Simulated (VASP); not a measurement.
# WS2 (R3m) in VASP: a series of runs

The runs below take WS2 through relaxation of shape and atoms at fixed volume, with BLYP+D3(BJ), PBEsol+D3(BJ).

Program: VASP 6.6.1. These are calculated values, not measurements. Logs are shortened: lines on timing, memory, paths and dates and some standing lists are left out, and cuts for length are marked.

## Step 1: The cell of the first run

The structure is trigonal, space group R3m (No. 160). Conventional cell: a = 3.189 Å, b = 3.189 Å, c = 17.559 Å, α = 90.00°, β = 90.00°, γ = 120.00°. Within 3.2 Å of W (site symmetry 3m) lie 6 S at 2.42 Å and 6 W at 3.19 Å. S (site symmetry 3m) has 3 W at 2.42 Å and 10 S at 3.15 to 3.27 Å within 3.3 Å. Within 3.3 Å of S (site symmetry 3m) lie 3 W at 2.42 Å and 10 S at 3.15 to 3.27 Å.

## Step 2: Relaxation of shape and atoms at fixed volume, BLYP+D3(BJ), collinear spin (17.18 Å³/atom)

Contents of INCAR:

```
AGGAC    = 1.0          
AGGAX    = 1.0          
ALDAC    = 0.0          
ALDAX    = 1.0          
ALGO     = Normal         # electronic algorithm
EDIFF    = 1E-7           # SCF threshold, eV
EDIFFG   = -0.01          # ionic threshold
ENCUT    = 500            # plane-wave cutoff, eV
GGA      = B5             # functional
GGA_COMPAT= False        
IBRION   = 2              # ionic algorithm
ISIF     = 4              # what is computed and relaxed
ISMEAR   = 0              # smearing method
ISPIN    = 2              # spin polarisation
IVDW     = 12             # dispersion correction
LASPH    = True           # aspherical terms in the spheres
LCHARG   = False          # write CHGCAR
LMAXMIX  = 4              # l up to which the mixer works
LORBIT   = 11             # projections on sites
LREAL    = False          # projectors in reciprocal space
LWAVE    = False          # write WAVECAR
MAGMOM   = 0.05 0 0       # initial moments
NELM     = 200            # most SCF steps
NELMIN   = 4            
NSW      = 60             # ionic steps
PREC     = Accurate       # precision mode
SIGMA    = 0.05           # smearing width, eV
VDW_A1   = 0.4298       
VDW_A2   = 4.2359       
VDW_S6   = 1.0          
VDW_S8   = 2.6996
```

Contents of KPOINTS:

```
k-points
0
Gamma
  8 8 8
```

Contents of POSCAR:

```
WS2
1.0
    1.5943438151      0.9204948309      5.8529107788
   -1.5943438151      0.9204948309      5.8529107788
    0.0000000000     -1.8409896617      5.8529107788
W S
1 2
Direct
   -0.0006232418     -0.0006232418     -0.0006232418
    0.7556012753      0.7556012753      0.7556012753
    0.5763219664      0.5763219664      0.5763219664
```

Potentials or basis: VASP PAW PBE potentials, release 64 (W_sv, S).

On the command line:

```bash
$ cat potpaw_PBE.64/W_sv/POTCAR potpaw_PBE.64/S/POTCAR > POTCAR
$ mpirun -np 1 vasp_std > vasp.out
```

OUTCAR:

```text
EDIFF = 1E-7
   EDIFFG = -0.01
   ENCUT = 500
   GGA = B5
   IBRION = 2
   ISIF = 4
   ISMEAR = 0
   ISPIN = 2
   IVDW = 12
   LASPH = True
   LORBIT = 11
   LREAL = False
   NELM = 200
   NELMIN = 4
   NSW = 60
   PREC = Accurate
 IVDW          = 12

 ion  position               nearest neighbor table
   1  0.999  0.999  0.999-   2 2.42   2 2.42   2 2.42   3 2.42   3 2.42   3 2.42
   2  0.756  0.756  0.756-   1 2.42   1 2.42   1 2.42
   3  0.576  0.576  0.576-   1 2.42   1 2.42   1 2.42

  LATTYP: Found a trigonal (rhomboedric) cell.
 ALAT       =     6.1356179411
 COS(alpha) =     0.8649553632

  Lattice vectors:

 A1 = (   1.5943438151,   0.9204948309,   5.8529107788)
 A2 = (  -1.5943438151,   0.9204948309,   5.8529107788)
 A3 = (   0.0000000000,  -1.8409896617,   5.8529107788)

Analysis of symmetry for initial positions (statically):
=====================================================================
 Subroutine PRICEL returns:
 Original cell was already a primitive cell.

 Routine SETGRP: Setting up the symmetry group for a
 trigonal (rhombohedral) supercell.

 Subroutine GETGRP returns: Found  6 space group operations
 (whereof  6 operations were pure point group operations)
 out of a pool of 12 trial point group operations.

The static configuration has the point symmetry C_3v.

Analysis of symmetry for dynamics (positions and initial velocities):
=====================================================================
 Subroutine PRICEL returns:
 Original cell was already a primitive cell.

 Routine SETGRP: Setting up the symmetry group for a
 trigonal (rhombohedral) supercell.

 Subroutine GETGRP returns: Found  6 space group operations
 (whereof  6 operations were pure point group operations)
 out of a pool of 12 trial point group operations.

The dynamic configuration has the point symmetry C_3v.

Analysis of structural, dynamic, and magnetic symmetry:
=====================================================================
 Subroutine PRICEL returns:
 Original cell was already a primitive cell.

 Routine SETGRP: Setting up the symmetry group for a
 trigonal (rhombohedral) supercell.

 Subroutine GETGRP returns: Found  6 space group operations
 (whereof  6 operations were pure point group operations)
 out of a pool of 12 trial point group operations.

The overall configuration has the point symmetry C_3v.

 Subroutine INISYM returns: Found  6 space group operations
 (whereof  6 operations are pure point group operations),
 and found     1 'primitive' translations

----------------------------------------------------------------------------------------

                                     Primitive cell

  volume of cell :      51.5379

  direct lattice vectors                    reciprocal lattice vectors
     1.594343815  0.920494831  5.852910779     0.313608643  0.181062034  0.056951720
    -1.594343815  0.920494831  5.852910779    -0.313608643  0.181062034  0.056951720
     0.000000000 -1.840989662  5.852910779     0.000000000 -0.362124069  0.056951720

  length of vectors
     6.135617941  6.135617941  6.135617941     0.366575148  0.366575148  0.366575148

  position of ions in fractional coordinates (direct lattice)
     0.999376758  0.999376758  0.999376758
     0.755601275  0.755601275  0.755601275
     0.576321966  0.576321966  0.576321966

  ion indices of the primitive-cell ions
   primitive index   ion index
                 1           1
                 2           2
                 3           3

----------------------------------------------------------------------------------------

 KPOINTS: k-points

Automatic generation of k-mesh.
 Grid dimensions read from file:
 generate k-points for:    8    8    8

 Generating k-lattice:

  Cartesian coordinates                     Fractional coordinates (reciprocal lattice)
     0.039201080  0.022632754  0.007118965     0.125000000  0.000000000  0.000000000
    -0.039201080  0.022632754  0.007118965     0.000000000  0.125000000  0.000000000
     0.000000000 -0.045265509  0.007118965     0.000000000  0.000000000  0.125000000

  Length of vectors
     0.045821894  0.045821894  0.045821894

  Shift w.r.t. Gamma in fractional coordinates (k-lattice)
     0.000000000  0.000000000  0.000000000

 Subroutine IBZKPT returns following result:
 ===========================================

 Found     65 irreducible k-points:

 Following reciprocal coordinates:
            Coordinates               Weight
  0.000000  0.000000  0.000000      1.000000
  0.125000  0.000000  0.000000      6.000000
  0.250000  0.000000  0.000000      6.000000
  0.375000  0.000000  0.000000      6.000000
  0.500000  0.000000  0.000000      3.000000
  0.125000  0.125000  0.000000      6.000000
[... 16 lines left out ...]
  0.250000  0.125000  0.125000      6.000000
  0.375000  0.125000  0.125000      6.000000
 [... further k-points ...]
[... 55 lines left out ...]
 NGX is ok and might be reduce to    48
   NGX = 23   NGY = 23   NGZ = 23

 number of electron      26.0000001 magnetization       0.0000076

 number of electron      26.0000001 magnetization      -0.0000014

 Free energy of the ion-electron system (eV)
  ---------------------------------------------------
  ext. energy  EPLUGINS =         0.00000000
  ---------------------------------------------------
  free energy    TOTEN  =       -20.68831845 eV

  energy without entropy =      -20.68831845  energy(sigma->0) =      -20.68831845

 E-fermi :   8.8738     XC(G=0): -10.6078

 val. band max:        8.5726718279   @ k =   0.5000   0.5000   0.5000
 cond. band min:       9.5099437471   @ k =  -0.2500   0.1250   0.0000
 fundamental gap:      0.9372719192
 Fermi energy:         8.8738359755

 spin component 1

 k-point     1 :       0.0000    0.0000    0.0000
  band No.  band energies     occupation
      1     -65.9173      1.00000
      2     -30.4072      1.00000
      3     -30.2663      1.00000
      4     -30.2663      1.00000
      5      -7.1983      1.00000
      6      -5.0495      1.00000
[... 9 lines left out ...]
     16      10.7721      0.00000
     17      10.7721      0.00000

 k-point     2 :       0.1250    0.0000    0.0000
  band No.  band energies     occupation
      1     -65.9148      1.00000
      2     -30.3985      1.00000
      3     -30.3152      1.00000
      4     -30.2777      1.00000
      5      -6.9465      1.00000
      6      -4.9941      1.00000
[... 9 lines left out ...]
     16      10.5813      0.00000
     17      10.8521      0.00000
[... 421 lines left out ...]
 k-point    24 :       0.3750    0.1250    0.1250
  band No.  band energies     occupation
      1     -65.9089      1.00000
      2     -30.4315      1.00000
      3     -30.3772      1.00000
      4     -30.3052      1.00000
      5      -6.1861      1.00000
      6      -4.9852      1.00000
[... 9 lines left out ...]
     16      11.2126      0.00000
     17      11.4847      0.00000

 [... further k-points ...]

 spin component 2

 k-point     1 :       0.0000    0.0000    0.0000
  band No.  band energies     occupation
      1     -65.9173      1.00000
      2     -30.4072      1.00000
      3     -30.2663      1.00000
      4     -30.2663      1.00000
      5      -7.1983      1.00000
      6      -5.0495      1.00000
[... 9 lines left out ...]
     16      10.7721      0.00000
     17      10.7721      0.00000

 k-point     2 :       0.1250    0.0000    0.0000
  band No.  band energies     occupation
      1     -65.9148      1.00000
      2     -30.3985      1.00000
      3     -30.3152      1.00000
      4     -30.2777      1.00000
      5      -6.9465      1.00000
      6      -4.9941      1.00000
[... 9 lines left out ...]
     16      10.5812      0.00000
     17      10.8521      0.00000
[... 421 lines left out ...]
 k-point    24 :       0.3750    0.1250    0.1250
  band No.  band energies     occupation
      1     -65.9089      1.00000
      2     -30.4315      1.00000
      3     -30.3772      1.00000
      4     -30.3052      1.00000
      5      -6.1861      1.00000
      6      -4.9852      1.00000
[... 9 lines left out ...]
     16      11.2126      0.00000
     17      11.4847      0.00000

 [... further k-points ...]

------------------------ aborting loop because EDIFF is reached ----------------------------------------

 Edisp (eV)   -2.97694

 E8    (eV) :    -2.1512

  FORCE on cell =-STRESS in cart. coord.  units (eV):
  Direction    XX          YY          ZZ          XY          YZ          ZX
  --------------------------------------------------------------------------------------
  -------------------------------------------------------------------------------------
  Total       0.01834     0.01834     0.03776     0.00000     0.00000     0.00000
  in kB       0.57016     0.57016     1.17376     0.00000     0.00000     0.00000
  external pressure =        0.77 kB  Pullay stress =        0.00 kB

 VOLUME and BASIS-vectors are now :
 -----------------------------------------------------------------------------
  energy-cutoff  :      500.00
  volume of cell :       51.54
      direct lattice vectors                 reciprocal lattice vectors
     1.594343815  0.920494831  5.852910779     0.313608643  0.181062034  0.056951720
    -1.594343815  0.920494831  5.852910779    -0.313608643  0.181062034  0.056951720
     0.000000000 -1.840989662  5.852910779     0.000000000 -0.362124069  0.056951720

 POSITION                                       TOTAL-FORCE (eV/Angst)
 -----------------------------------------------------------------------------------
      0.00000      0.00000     17.54779         0.000000      0.000000      0.000486
      0.00000      0.00000     13.26740         0.000000      0.000000      0.005457
      0.00000      0.00000     10.11948         0.000000     -0.000000     -0.005943
 -----------------------------------------------------------------------------------
    total drift:                               -0.000000     -0.000000      0.000103

  FREE ENERGIE OF THE ION-ELECTRON SYSTEM (eV)
  ---------------------------------------------------
  free  energy   TOTEN  =       -23.6652598524 eV

  energy  without entropy=      -23.6652598524  energy(sigma->0) =      -23.66525985

 reached required accuracy - stopping structural energy minimisation

 total charge

# of ion       s       p       d       tot
------------------------------------------
    1        2.314   6.309   3.396  12.019
    2        1.374   2.386   0.000   3.760
    3        1.374   2.386   0.000   3.760
--------------------------------------------------
tot          5.062  11.081   3.396  19.538

 magnetization (x)

# of ion       s       p       d       tot
------------------------------------------
    1       -0.000  -0.000  -0.000  -0.000
    2        0.000   0.000   0.000   0.000
    3        0.000   0.000   0.000   0.000
--------------------------------------------------
tot         -0.000   0.000  -0.000  -0.000
```

Run time: 11 min. Hardware: 1 thread of Intel Xeon 8259CL, shared host; peak memory 0.46 GiB.

What came out:

* Free energy: -23.6653 eV
* Pressure after relaxing: 0.1 GPa
* Largest force after relaxing: 0.006 eV/Å
* Band gap on the k mesh: 0.94 eV (least direct gap 1.88 eV)
* Net moment: 0.00 μB per cell
* Valence electrons inside the program's atomic spheres: W 12.02; S 3.76
* Dispersion energy per atom: -0.992 eV

Forces in eV/Å, atoms in the order of the input:
```
W    0.000  0.000  0.000
S    0.000  0.000  0.005
S    0.000  0.000 -0.006
```

Final structure:
```yaml
crystal:
  lattice:
    - [1.59434, 0.92049, 5.85291]
    - [-1.59434, 0.92049, 5.85291]
    - [0.00000, -1.84099, 5.85291]
  atoms:
    - { symbol: W, position: [0.99938, 0.99938, 0.99938] }
    - { symbol: S, position: [0.75560, 0.75560, 0.75560] }
    - { symbol: S, position: [0.57632, 0.57632, 0.57632] }
```

Levels at points of the mesh, in eV from the valence-band top:
Spin up:
| k point | band 9 | band 10 | band 11 | band 12 | band 13 | band 14 | band 15 | band 16 | band 17 |
| --- | --- | --- | --- | --- | --- | --- | --- | --- | --- |
| (0.00, 0.00, 0.00) | -3.67 | -2.56 | -2.56 | -1.38 | -1.16 | 1.84 | 1.84 | 2.20 | 2.20 |
| (0.50, 0.00, 0.00) | -5.34 | -4.36 | -2.64 | -1.98 | -1.81 | 1.94 | 2.25 | 3.31 | 3.43 |
| (0.50, 0.50, 0.00) | -4.98 | -4.18 | -3.43 | -2.38 | -1.65 | 1.86 | 2.39 | 2.95 | 4.12 |
| (0.50, 0.50, 0.50) | -3.71 | -3.71 | -2.48 | -2.48 | 0.00 | 1.88 | 1.88 | 2.07 | 2.07 |
Spin down:
```
           k point  band 11  band 12  band 13  band 14  band 15  band 16
(0.00, 0.00, 0.00)    -2.56    -1.38    -1.16     1.84     1.84     2.20
(0.50, 0.00, 0.00)    -2.64    -1.98    -1.81     1.94     2.25     3.31
(0.50, 0.50, 0.00)    -3.43    -2.38    -1.65     1.86     2.39     2.95
(0.50, 0.50, 0.50)    -2.48    -2.48     0.00     1.88     1.88     2.07
```

Caveat: the relaxation stopped at its first step, so nothing moved; the PAW data sets were made with another functional, which shifts forces and pressure a little; spin-orbit coupling is left out, which moves the levels of the heavy elements. A k mesh can miss the band edges.

## Step 3: Relaxation of shape and atoms at fixed volume, PBEsol+D3(BJ), collinear spin (17.35 Å³/atom)

This run uses another cell than the first one, of 17.35 Å³/atom.

Contents of INCAR:

```
SYSTEM = WS2
PREC = Accurate ; ENCUT = 500
EDIFF = 1E-7 ; ISMEAR = 0
SIGMA = 0.05 ; LREAL = .FALSE.
LASPH = .TRUE. ; NELM = 200
ALGO = Normal ; ISIF = 4
LWAVE = .FALSE. ; LCHARG = .FALSE.
ISPIN = 2 ; MAGMOM = 0.05 0 0
LORBIT = 11 ; LMAXMIX = 4
GGA = PS ; IVDW = 12
IBRION = 2 ; NSW = 60
EDIFFG = -0.01 ; GGA_COMPAT = .FALSE.
NELMIN = 4
```

Contents of KPOINTS:

```
Automatic mesh
0
G
  8 8 8
  0 0 0
```

Contents of POSCAR:

```
WS2
1.0
    1.5616150043      0.9015988431      6.1624302930
   -1.5616150043      0.9015988431      6.1624302930
    0.0000000000     -1.8031976862      6.1624302930
W S
1 2
Direct
   -0.0006669595     -0.0006669595     -0.0006669595
    0.7501116464      0.7501116464      0.7501116464
    0.5818553131      0.5818553131      0.5818553131
```

Potentials or basis: VASP PAW PBE potentials, release 64 (W_sv, S).

On the command line:

```bash
$ cat potpaw_PBE.64/W_sv/POTCAR potpaw_PBE.64/S/POTCAR > POTCAR
$ mpirun -np 1 vasp_std > vasp.out
```

It took 32 min on 1 thread of Intel Xeon 8259CL, shared host; peak memory 0.48 GiB.

The run converged. Its results:

```yaml
Free_energy: -26.4452 eV
Energy_gained_by_relaxing: 4.3 meV/atom
Ionic_steps: 8
Pressure_after_relaxing: -2.7 GPa
Largest_force_after_relaxing: 0.004 eV/Å
Band_gap_on_the_k_mesh: 1.09 eV (least direct gap 2.32 eV)
Net_moment: 0.00 μB per cell
Valence_electrons_inside_the_program's_atomic_spheres: W 12.09; S 3.70
Dispersion_energy_per_atom: -0.394 eV
```

Forces in eV/Å, atoms in the order of the input:
```
W    0.000  0.000  0.003
S    0.000  0.000  0.001
S    0.000  0.000 -0.004
```

The path:
```
step  energy change (eV)  largest force (eV/Å)  pressure (GPa)  volume (Å³)
   1              0.0000                0.4355            0.64        52.06
   2             -0.0078                0.0402           -1.79        52.06
   3             -0.0080                0.0235           -1.49        52.06
   4             -0.0117                0.0152           -2.15        52.06
   5             -0.0128                0.0101           -2.71        52.06
   6             -0.0128                0.0105           -2.69        52.06
   7             -0.0128                0.0133           -2.73        52.06
   8             -0.0128                0.0038           -2.71        52.06
```

Final structure:
```cif
data_structure
_symmetry_space_group_name_H-M 'P 1'
_symmetry_Int_Tables_number 1
_cell_length_a 6.3552
_cell_length_b 6.3552
_cell_length_c 6.3552
_cell_angle_alpha 28.619
_cell_angle_beta 28.619
_cell_angle_gamma 28.619
_cell_volume 52.06
loop_
_atom_site_label
_atom_site_type_symbol
_atom_site_fract_x
_atom_site_fract_y
_atom_site_fract_z
_atom_site_occupancy
W1 W 0.99934 0.99934 0.99934 1
S1 S 0.75179 0.75179 0.75179 1
S2 S 0.58017 0.58017 0.58017 1
```

Levels at points of the mesh, in eV from the valence-band top:
Spin up:
```
           k point  band 10  band 11  band 12  band 13  band 14  band 15  band 16  band 17
(0.00, 0.00, 0.00)    -2.28    -2.28    -1.48    -1.37     2.22     2.22     2.55     2.55
(0.50, 0.00, 0.00)    -4.19    -2.62    -1.79    -1.78     2.36     2.57     3.63     3.85
(0.50, 0.50, 0.00)    -4.09    -3.28    -2.01    -1.60     2.31     2.75     3.18     4.43
(0.50, 0.50, 0.50)    -3.56    -2.24    -2.24     0.00     2.32     2.32     2.40     2.40
```
Spin down:
```tsv
k point	band 10	band 11	band 12	band 13	band 14	band 15	band 16	band 17
(0.00, 0.00, 0.00)	-2.28	-2.28	-1.48	-1.37	2.22	2.22	2.55	2.55
(0.50, 0.00, 0.00)	-4.19	-2.62	-1.79	-1.78	2.36	2.57	3.63	3.85
(0.50, 0.50, 0.00)	-4.09	-3.28	-2.01	-1.60	2.31	2.75	3.18	4.43
(0.50, 0.50, 0.50)	-3.56	-2.24	-2.24	0.00	2.32	2.32	2.40	2.40
```

Caveat: the PAW data sets were made with another functional, which shifts forces and pressure a little; spin-orbit coupling is left out, which moves the levels of the heavy elements. A k mesh can miss the band edges.
